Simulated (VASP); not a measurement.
# PtSe (Fm-3m) in VASP: further runs

Runs on PtSe. Level: PBE. Tasks: single point.

All numbers are computed with VASP 6.6.1; they aren't measurements. Logs are shortened: lines on timing, memory, paths and dates and some standing lists are left out, and cuts for length are marked.

## (1) The cell of the first run

It takes space group Fm-3m (No. 225, cubic). Conventional cell: a = 5.634 Å, b = 5.634 Å, c = 5.634 Å, α = 90.00°, β = 90.00°, γ = 90.00°. Within 3.7 Å of Pt (site symmetry m-3m) lie 6 Se at 2.82 Å. Se (site symmetry m-3m) has 6 Pt at 2.82 Å within 3.7 Å.

## (2) Single point, PBE

The input, INCAR:

```
PREC = Accurate ; ENCUT = 520
EDIFF = 1E-6 ; ISMEAR = -1
SIGMA = 0.05 ; LREAL = False
LASPH = True ; NELM = 80
ALGO = Normal ; ISIF = 2
LWAVE = False ; LCHARG = True
GGA = PE ; LELF = True
LVHAR = True ; NBANDS = 15
```

The input, KPOINTS:

```
Automatic mesh
0
Gamma
  8 8 8
```

The input, POSCAR:

```
PtSe
1.0
    0.0000000000      2.8169441941      2.8169441941
    2.8169441941      0.0000000000      2.8169441941
    2.8169441941      2.8169441941      0.0000000000
Pt Se
1 1
Direct
    0.5000000000      0.5000000000      0.5000000000
    0.0000000000      0.0000000000      0.0000000000
```

Potentials or basis: VASP PAW PBE potentials, release 64 (Pt, Se).

Launch:

```bash
$ cat potpaw_PBE.64/Pt/POTCAR potpaw_PBE.64/Se/POTCAR > POTCAR
$ mpirun -np 1 vasp_std > vasp.out
```

OUTCAR:

```text
PREC = Accurate
   ENCUT = 520
   EDIFF = 1E-6
   ISMEAR = -1
   LREAL = False
   LASPH = True
   NELM = 80
   ISIF = 2
   GGA = PE

 ion  position               nearest neighbor table
   1  0.500  0.500  0.500-   2 2.82   2 2.82   2 2.82   2 2.82   2 2.82   2 2.82
   2  0.000  0.000  0.000-   1 2.82   1 2.82   1 2.82   1 2.82   1 2.82   1 2.82

  LATTYP: Found a face centered cubic cell.
 ALAT       =     5.6338883882

  Lattice vectors:

 A1 = (   0.0000000000,   2.8169441941,   2.8169441941)
 A2 = (   2.8169441941,   0.0000000000,   2.8169441941)
 A3 = (   2.8169441941,   2.8169441941,   0.0000000000)

Analysis of symmetry for initial positions (statically):
=====================================================================
 Subroutine PRICEL returns:
 Original cell was already a primitive cell.

 Routine SETGRP: Setting up the symmetry group for a
 face centered cubic supercell.

 Subroutine GETGRP returns: Found 48 space group operations
 (whereof 48 operations were pure point group operations)
 out of a pool of 48 trial point group operations.

The static configuration has the point symmetry O_h .

Analysis of symmetry for dynamics (positions and initial velocities):
=====================================================================
 Subroutine PRICEL returns:
 Original cell was already a primitive cell.

 Routine SETGRP: Setting up the symmetry group for a
 face centered cubic supercell.

 Subroutine GETGRP returns: Found 48 space group operations
 (whereof 48 operations were pure point group operations)
 out of a pool of 48 trial point group operations.

The dynamic configuration has the point symmetry O_h .

 Subroutine INISYM returns: Found 48 space group operations
 (whereof 48 operations are pure point group operations),
 and found     1 'primitive' translations

----------------------------------------------------------------------------------------

                                     Primitive cell

  volume of cell :      44.7059

  direct lattice vectors                    reciprocal lattice vectors
     0.000000000  2.816944194  2.816944194    -0.177497304  0.177497304  0.177497304
     2.816944194  0.000000000  2.816944194     0.177497304 -0.177497304  0.177497304
     2.816944194  2.816944194  0.000000000     0.177497304  0.177497304 -0.177497304

  length of vectors
     3.983760684  3.983760684  3.983760684     0.307434349  0.307434349  0.307434349

  position of ions in fractional coordinates (direct lattice)
     0.500000000  0.500000000  0.500000000
     0.000000000  0.000000000  0.000000000

  ion indices of the primitive-cell ions
   primitive index   ion index
                 1           1
                 2           2

----------------------------------------------------------------------------------------

 KPOINTS: Automatic mesh

Automatic generation of k-mesh.
 Grid dimensions read from file:
 generate k-points for:    8    8    8

 Generating k-lattice:

  Cartesian coordinates                     Fractional coordinates (reciprocal lattice)
    -0.022187163  0.022187163  0.022187163     0.125000000  0.000000000  0.000000000
     0.022187163 -0.022187163  0.022187163     0.000000000  0.125000000  0.000000000
     0.022187163  0.022187163 -0.022187163     0.000000000  0.000000000  0.125000000

  Length of vectors
     0.038429294  0.038429294  0.038429294

  Shift w.r.t. Gamma in fractional coordinates (k-lattice)
     0.000000000  0.000000000  0.000000000

 Subroutine IBZKPT returns following result:
 ===========================================

 Found     29 irreducible k-points:

 Following reciprocal coordinates:
            Coordinates               Weight
  0.000000  0.000000  0.000000      1.000000
  0.125000  0.000000  0.000000      8.000000
  0.250000  0.000000  0.000000      8.000000
  0.375000  0.000000  0.000000      8.000000
  0.500000  0.000000  0.000000      4.000000
  0.125000  0.125000  0.000000      6.000000
[... 16 lines left out ...]
  0.500000  0.250000  0.125000     48.000000
 -0.375000  0.250000  0.125000     24.000000
 [... further k-points ...]
   k-points           NKPTS =     29   k-points in BZ     NKDIM =     29   number of bands    NBANDS=     15
   number of dos      NEDOS =    301   number of ions     NIONS =      2
   total plane-waves  NPLWV =  27000
   dimension x,y,z NGX =    30 NGY =   30 NGZ =   30
   dimension x,y,z NGXF=    60 NGYF=   60 NGZF=   60
   ions per type =               1   1
   NGX,Y,Z   is equivalent  to a cutoff of  12.52, 12.52, 12.52 a.u.
   NGXF,Y,Z  is equivalent  to a cutoff of  25.04, 25.04, 25.04 a.u.
 SYSTEM =  unknown system
   PREC   = accura    normal or accurate (medium, high low for compatibility)
   ISTART =      0    job   : 0-new  1-cont  2-samecut
   ICHARG =      2    charge: 1-file 2-atom 10-const
   ISPIN  =      1    spin polarized calculation?
   LNONCOLLINEAR =      F non collinear calculations
   LSORBIT =      F    spin-orbit coupling
   LASPH  =      T    aspherical Exc in radial PAW
   ENCUT  =  520.0 eV  38.22 Ry    6.18 a.u.   7.41  7.41  7.41*2*pi/ulx,y,z
   NELM   =     80;   NELMIN=  2; NELMDL= -5     # of ELM steps
   EDIFF  = 0.1E-05   stopping-criterion for ELM
   LREAL  =      F    real-space projection
   EDIFFG = 0.1E-04   stopping-criterion for IOM
   NSW    =      0    number of steps for IOM
   IBRION =     -1    ionic relax: 0-MD 1-quasi-New 2-CG
   NFREE  =      0    steps in history (QN), initial steepest desc. (CG)
   ISIF   =      2    stress and relaxation
   ISYM   =      2    0-nonsym 1-usesym 2-fastsym
   POTIM  = 0.5000    time-step for ionic-motion
   TEBEG  =    0.0;   TEEND  =   0.0 temperature during run
   PSTRESS=    0.0 pullay stress
   NELECT =      16.0000    total number of electrons
   NUPDOWN=      -1.0000    fix difference up-down
   EMIN   =  10.00;   EMAX   =-10.00  energy-range for DOS
   EFERMI =   0.00;   METHOD = LEGACY
   ISMEAR =    -1;   SIGMA  =   0.05  broadening in eV -4-tet -1-fermi 0-gaus
   EFERMI_NEDOS =   21; number of points for ismear=-14 and -15
   IALGO  =     38    algorithm
   IMIX   =      4    mixing-type and parameters
     AMIX     =   0.40;   BMIX     =  1.00
     AMIX_MAG =   1.60;   BMIX_MAG =  1.00
  volume/ion in A,a.u.               =      22.35       150.85
  Fermi-wavevector in a.u.,A,eV,Ry     =   1.162322  2.196471 18.381379  1.350993
  Thomas-Fermi vector in A             =   2.298885
   LORBIT       =      0    0 simple, 1 ext, 2 COOP (PROOUT), +10 PAW based schemes
   GGA     = PE    functional components
[... 5 lines left out ...]
 non-spin polarized calculation
  energy-cutoff  :      520.00
  volume of cell :       44.71
 maximum number of plane-waves:      1243
 NGX is ok and might be reduce to    30
   NGX = 15   NGY = 15   NGZ = 15

 number of electron      16.0000002 magnetization

 Free energy of the ion-electron system (eV)
  ---------------------------------------------------
  ext. energy  EPLUGINS =         0.00000000
  ---------------------------------------------------
  free energy    TOTEN  =        -9.19984651 eV

  energy without entropy =       -9.18900963  energy(sigma->0) =       -9.19442807

 E-fermi :   4.9723     XC(G=0): -10.5101

 val. band max:        4.9401090136   @ k =   0.5000   0.5000   0.0000
 cond. band min:       4.9843605179   @ k =  -0.3750   0.3750   0.0000
 fundamental gap:      0.0442515042
 Fermi energy:         4.9723382053

 k-point     1 :       0.0000    0.0000    0.0000
  band No.  band energies     occupation
      1      -8.8747      2.00000
      2       2.6835      2.00000
      3       2.6836      2.00000
      4       2.7368      2.00000
      5       2.7368      2.00000
      6       2.7368      2.00000
      7       3.8170      2.00000
      8       3.8170      2.00000
      9       3.8170      2.00000
     10       5.3768      0.00061
     11      15.2374      0.00000
     12      15.7331      0.00000
     13      15.7331      0.00000
     14      15.7331      0.00000
     15      16.9188      0.00000

 k-point     2 :       0.1250    0.0000    0.0000
  band No.  band energies     occupation
      1      -8.7557      2.00000
      2       2.0536      2.00000
      3       2.1110      2.00000
      4       2.1110      2.00000
      5       2.8188      2.00000
      6       2.8188      2.00000
      7       3.2962      2.00000
      8       4.5473      1.99959
      9       4.5473      1.99959
     10       6.6991      0.00000
     11      13.7182      0.00000
     12      14.9565      0.00000
     13      14.9565      0.00000
     14      15.8568      0.00000
     15      16.5854      0.00000

 k-point     3 :       0.2500    0.0000    0.0000
  band No.  band energies     occupation
      1      -8.4414      2.00000
      2       0.5477      2.00000
      3       1.4055      2.00000
      4       1.4055      2.00000
      5       3.0437      2.00000
      6       3.0437      2.00000
      7       3.3604      2.00000
      8       5.6643      0.00000
      9       5.6643      0.00000
     10       8.3276      0.00000
     11      11.9750      0.00000
     12      13.2751      0.00000
     13      13.2751      0.00000
     14      16.0004      0.00000
     15      16.8853      0.00000
[... 343 lines left out ...]
 k-point    23 :       0.5000    0.2500    0.1250
  band No.  band energies     occupation
      1      -7.9966      2.00000
      2      -0.3361      2.00000
      3       0.9436      2.00000
      4       1.2512      2.00000
      5       3.1158      2.00000
      6       3.3962      2.00000
      7       3.6703      2.00000
      8       4.6475      1.99699
      9       6.1668      0.00000
     10       9.0069      0.00000
     11      10.6926      0.00000
     12      12.8684      0.00000
     13      13.3725      0.00000
     14      16.4682      0.00000
     15      18.8776      0.00000

 k-point    24 :      -0.3750    0.2500    0.1250
  band No.  band energies     occupation
      1      -7.8826      2.00000
      2      -0.4888      2.00000
      3       0.8765      2.00000
      4       0.9554      2.00000
      5       3.2964      2.00000
      6       3.3796      2.00000
      7       3.6397      2.00000
      8       5.1985      0.02146
      9       5.7120      0.00000
     10       9.3400      0.00000
     11      10.3056      0.00000
     12      12.9250      0.00000
     13      13.3926      0.00000
     14      17.2422      0.00000
     15      18.0401      0.00000

 [... further k-points ...]
[... 5 lines left out ...]
  --------------------------------------------------------------------------------------
  -------------------------------------------------------------------------------------
  Total       -4.3064062     -4.3064062     -4.3064062     -0.0000000     -0.0000000      0.0000000
  in kB     -154.3337298   -154.3337298   -154.3337298     -0.0000000     -0.0000000      0.0000000
  external PRESSURE =    -154.3337298 kB  Pullay stress =       0.0000000 kB

 VOLUME and BASIS-vectors are now :
 -----------------------------------------------------------------------------
  energy-cutoff  :      520.00
  volume of cell :       44.71
      direct lattice vectors                 reciprocal lattice vectors
     0.000000000  2.816944194  2.816944194    -0.177497304  0.177497304  0.177497304
     2.816944194  0.000000000  2.816944194     0.177497304 -0.177497304  0.177497304
     2.816944194  2.816944194  0.000000000     0.177497304  0.177497304 -0.177497304

 POSITION                                       TOTAL-FORCE (eV/Angst)
 -----------------------------------------------------------------------------------
      2.81694      2.81694      2.81694        -0.000000     -0.000000      0.000000
      0.00000      0.00000      0.00000         0.000000      0.000000     -0.000000
 -----------------------------------------------------------------------------------
    total drift:                                0.000000     -0.000000      0.000000

  FREE ENERGIE OF THE ION-ELECTRON SYSTEM (eV)
  ---------------------------------------------------
  free  energy   TOTEN  =        -9.1998465149 eV

  energy  without entropy=       -9.1890096318  energy(sigma->0) =       -9.19442807
```

Wall time 19 s (1 thread of Intel Xeon Platinum 8259CL at 2.50GHz (Skylake/Cascade Lake), shared host); peak memory 0.17 GiB.

What came out:

| Quantity | Value |
| --- | --- |
| Free energy | -9.1998 eV |
| Pressure | -15.4 GPa |
| Band gap on the k mesh | zero (band 8 reaches 7.09 eV, above the bottom of band 9 at 3.73 eV) |

Caveat: spin-orbit coupling is left out, which moves the levels of the heavy elements.

## (3) Single point, PBE

This run uses another cell than the first one, of 22.79 Å³/atom, 1.020 times its volume.

The input, INCAR:

```
SYSTEM = PtSe
  PREC = Accurate
  ENCUT = 520
  EDIFF = 1E-7
  ISMEAR = -1
  SIGMA = 0.05
  LREAL = .FALSE.
  LASPH = .TRUE.
  NELM = 60
  ALGO = Normal
  ISIF = 2
  LWAVE = .FALSE.
  LCHARG = .TRUE.
  GGA = PE
  LELF = .TRUE.
  LVHAR = .TRUE.
  NBANDS = 15
```

The input, KPOINTS:

```
Automatic mesh
0
G
  8 8 8
  0 0 0
```

The input, POSCAR:

```
PtSe
1.0
    0.0000000000      2.8352365521      2.8352365521
    2.8352365521      0.0000000000      2.8352365521
    2.8352365521      2.8352365521      0.0000000000
Pt Se
1 1
Direct
    0.5000000000      0.5000000000      0.5000000000
    0.0000000000      0.0000000000      0.0000000000
```

Potentials or basis: VASP PAW PBE potentials, release 64 (Pt, Se).

Launch:

```bash
$ cat potpaw_PBE.64/Pt/POTCAR potpaw_PBE.64/Se/POTCAR > POTCAR
$ mpirun -np 1 vasp_std > vasp.out
```

It took 19 s on 1 thread of Intel Xeon Platinum 8259CL at 2.50GHz (Skylake/Cascade Lake), shared host; peak memory 0.17 GiB.

It converged, with:

* Free energy: -9.1136 eV
* Pressure: -16.2 GPa
* Band gap on the k mesh: zero (band 8 reaches 6.79 eV, above the bottom of band 9 at 3.54 eV)

Levels at points of the mesh, in eV from the Fermi level:
```
           k point  band 4  band 5  band 6  band 7  band 8  band 9  band 10  band 11  band 12  band 13
(0.00, 0.00, 0.00)   -2.15   -2.15   -2.15   -1.12   -1.12   -1.12     0.34    10.30    10.70    10.70
(0.50, 0.00, 0.00)   -4.07   -1.52   -1.52   -1.21    2.05    2.05     3.58     6.31     6.31     6.62
(0.50, 0.50, 0.00)   -2.37   -2.37   -1.89   -1.30   -1.30   -1.05    -0.02     7.99    10.05    11.63
```

Caveat: spin-orbit coupling is left out, which moves the levels of the heavy elements.

## (4) Single point, PBE

This run uses another cell than the first one, of 23.23 Å³/atom, 1.039 times its volume.

The input, INCAR:

```
ALGO = Normal
EDIFF = 1E-6
ENCUT = 520
GGA = PE
ISIF = 2
ISMEAR = -1
LASPH = True
LCHARG = False
LREAL = False
LWAVE = False
NBANDS = 15
NELM = 100
PREC = Accurate
SIGMA = 0.05
```

The input, KPOINTS:

```
k-points
0
Gamma
  8 8 8
```

The input, POSCAR:

```
PtSe
1.0
    0.0000000000      2.8532958706      2.8532958706
    2.8532958706      0.0000000000      2.8532958706
    2.8532958706      2.8532958706      0.0000000000
Pt Se
1 1
Direct
    0.5000000000      0.5000000000      0.5000000000
    0.0000000000      0.0000000000      0.0000000000
```

Launch:

```bash
$ cat potpaw_PBE.64/Pt/POTCAR potpaw_PBE.64/Se/POTCAR > POTCAR
$ mpirun -np 1 vasp_std > vasp.out
```

It took 17 s on 1 thread of Intel Xeon Platinum 8259CL at 2.50GHz (Skylake/Cascade Lake), shared host; peak memory 0.17 GiB.

It converged, with:

```yaml
Free_energy: -9.0237 eV
Pressure: -16.8 GPa
Band_gap_on_the_k_mesh: zero (band 8 reaches 6.50 eV, above the bottom of band 9 at 3.36 eV)
```

Levels at points of the mesh, in eV from the Fermi level:
| k point | band 4 | band 5 | band 6 | band 7 | band 8 | band 9 | band 10 | band 11 | band 12 | band 13 |
| --- | --- | --- | --- | --- | --- | --- | --- | --- | --- | --- |
| (0.00, 0.00, 0.00) | -2.07 | -2.07 | -2.07 | -1.09 | -1.09 | -1.09 | 0.28 | 10.34 | 10.65 | 10.65 |
| (0.50, 0.00, 0.00) | -3.96 | -1.47 | -1.47 | -1.17 | 1.99 | 1.99 | 3.60 | 6.32 | 6.32 | 6.45 |
| (0.50, 0.50, 0.00) | -2.30 | -2.30 | -1.83 | -1.25 | -1.25 | -1.03 | -0.02 | 7.96 | 9.93 | 11.50 |

Caveat: spin-orbit coupling is left out, which moves the levels of the heavy elements.

## (5) Summary

| cell | gap on the mesh (eV) | pressure (GPa) |
| --- | --- | --- |
| a = 3.984 Å, angles 60.0°, 2 atoms | none | -15.4 |
| a = 4.010 Å, angles 60.0°, 2 atoms | none | -16.2 |
| a = 4.035 Å, angles 60.0°, 2 atoms | none | -16.8 |

Alike in all rows: task single point; level PBE; potentials or basis VASP PAW PBE potentials, release 64 (Pt, Se); no spin polarisation; k mesh 8 × 8 × 8; cutoff (eV) 520; smearing fermi-dirac 0.05 eV.

Caveats: spin-orbit coupling is left out, which moves the levels of the heavy elements.

Total energies depend on the potentials used, so only differences within one code and one set of settings carry meaning.
